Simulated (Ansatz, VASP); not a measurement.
# KF in VASP and in Ansatz

File INCAR:

```
SYSTEM = KF
PREC = Accurate
ENCUT = 520
EDIFF = 1E-6
ISMEAR = 0
SIGMA = 0.1
LREAL = .False.
LASPH = .True.
NELM = 60
ALGO = Normal
ISIF = 2
LWAVE = .False.
LCHARG = .False.
GGA = PE
NBANDS = 15
```

The input KPOINTS:

```
Automatic mesh
0
Gamma
  6 6 6
  0 0 0
```

File POSCAR:

```
KF
1.0
    0.0000000000      2.6544134050      2.6544134050
    2.6544134050      0.0000000000      2.6544134050
    2.6544134050      2.6544134050      0.0000000000
K F
1 1
Direct
    0.0000000000      0.0000000000      0.0000000000
    0.4058172327      0.5941827673      0.5941827673
```

Input for Ansatz:

```yaml
crystal:
  lattice:
    - [0.0, 2.654413405, 2.654413405]
    - [2.654413405, 0.0, 2.654413405]
    - [2.654413405, 2.654413405, 0.0]
  atoms:
    - { symbol: K, position: [0.0, 0.0, 0.0] }
    - { symbol: F, position: [0.4058172327, 0.5941827673, 0.5941827673] }
basis:
  ecutwfc: 420
kpoints:
  mp_grid: { grid: [6, 6, 6] }
hamiltonian:
  xc: pbe
scf:
  occupations: { method: gaussian, width: 0.1 }
output:
  forces: true
  stress: true
  eigenvalues: true
```

Alike in both runs: task single point; functional PBE; k mesh 6 × 6 × 6; occupations gaussian, width 0.1 eV; no spin polarisation.

|  | VASP | Ansatz |
| --- | --- | --- |
| version | VASP 6.6.1 | Ansatz 0.2.0 |
| potentials or method | VASP PAW PBE potentials, release 64 (K_sv, F), cutoff 520 eV | scalar-relativistic, plane waves, PAW |
| valence electrons in the cell | 16 | 16 |

Ansatz gave:

- gap on the k mesh at the Fermi level (eV): 6.15
- least direct gap on the mesh (eV): 6.24
- pressure (GPa): 7.2
- traceless stress, the component that is largest in VASP (GPa): 11.44
- rms of the force components (eV/Å): 1.173

Q: Estimate VASP's values.

A: gap on the k mesh at the Fermi level (eV): 6.13; least direct gap on the mesh (eV): 6.22; pressure (GPa): 7.5; traceless stress, the component that is largest in VASP (GPa): 11.97; rms of the force components (eV/Å): 1.229.

Atom by atom the forces differ by 0.055 eV/Å (rms over components).
